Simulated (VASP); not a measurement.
Here is a VASP 6.6.1 calculation.

File POSCAR:

```
Sb
1.0
    0.0000000000      2.4047300140      2.4047300140
    2.4047300140      0.0000000000      2.4047300140
    2.4047300140      2.4047300140      0.0000000000
Sb
1
Direct
    0.0000000000      0.0000000000      0.0000000000
```

Contents of INCAR.step1:

```
SYSTEM = Sb
PREC = Accurate
ENCUT = 520
ISMEAR = -1
SIGMA = 0.1
LREAL = .False.
LASPH = .True.
NELM = 100
NBANDS = 8
GGA = PE
ALGO = Normal
EDIFF = 1E-4
LWAVE = .True.
LCHARG = .False.
```

INCAR.step2

```
SYSTEM = Sb
PREC = Accurate
ENCUT = 520
EDIFF = 1E-6
ISMEAR = -1
SIGMA = 0.1
LREAL = .False.
LASPH = .True.
NELM = 100
ALGO = Normal
ISIF = 2
LWAVE = .False.
LCHARG = .True.
METAGGA = R2SCAN
LMIXTAU = .True.
LELF = .True.
LVHAR = .True.
NBANDS = 8
ISTART = 1
```

The input KPOINTS:

```
Automatic mesh
0
Gamma
  8 8 8
  0 0 0
```

Potentials or basis: VASP PAW PBE potentials, release 64 (Sb).

The run is started by

```sh
$ cat potpaw_PBE.64/Sb/POTCAR > POTCAR
$ cp INCAR.step1 INCAR
$ mpirun -np 1 vasp_std > vasp.out
$ cp INCAR.step2 INCAR
$ mpirun -np 1 vasp_std > vasp.out
```

Problem. Predict the pressure.

Solution. -1.0 GPa.

Caveat: the PAW data sets were made with another functional, which shifts forces and pressure a little.
